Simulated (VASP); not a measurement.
Write the native input for VASP 6.6.1 that does the following.

* Task: single point
* Functional: PBE
* Potentials or basis: VASP PAW PBE potentials, release 64 (Ta_pv, Be, Al)
* Cutoff: 520 eV
* k mesh: 6 × 6 × 6
* Occupations: gaussian, width 0.1 eV
* Spin: no spin polarisation
* Dipole correction: no
* Further INCAR settings: ALGO = Normal; EDIFF = 1e-07; NBANDS = 18

The structure of TaBe3Al lies in POSCAR:

```
TaBe3Al
1.0
    3.7235154039      0.0000000000      0.0000000000
    0.0000000000      3.7235154039      0.0000000000
    0.0000000000      0.0000000000      3.7235154039
Ta Be Al
1 3 1
Direct
    0.5000000000      0.5000000000      0.5000000000
    0.0000000000      0.5000000000      0.5000000000
    0.5000000000      0.0000000000      0.5000000000
    0.5000000000      0.5000000000      0.0000000000
    0.0000000000      0.0000000000      0.0000000000
```

The input as run:

INCAR

```
PREC = Accurate ; ENCUT = 520
EDIFF = 1E-7 ; ISMEAR = 0
SIGMA = 0.1 ; LREAL = False
LASPH = True ; NELM = 100
ALGO = Normal ; ISIF = 2
LWAVE = False ; LCHARG = False
GGA = PE ; NBANDS = 18
```

KPOINTS

```
regular mesh
0
Gamma
  6 6 6
```

Potentials or basis: VASP PAW PBE potentials, release 64 (Ta_pv, Be, Al).

Run with:

```bash
$ cat potpaw_PBE.64/Ta_pv/POTCAR potpaw_PBE.64/Be/POTCAR potpaw_PBE.64/Al/POTCAR > POTCAR
$ mpirun -np 1 vasp_std > vasp.out
```

It gave:

| Property | Result |
| --- | --- |
| Pressure | 74.7 GPa |
| Band gap on the k mesh | zero (band 10 reaches 8.53 eV, above the bottom of band 11 at 5.96 eV) |

Caveat: spin-orbit coupling is left out, which moves the levels of the heavy elements.

It took 35 s on 1 thread of AMD EPYC 7R13, on a shared host, peak memory 0.14 GiB.
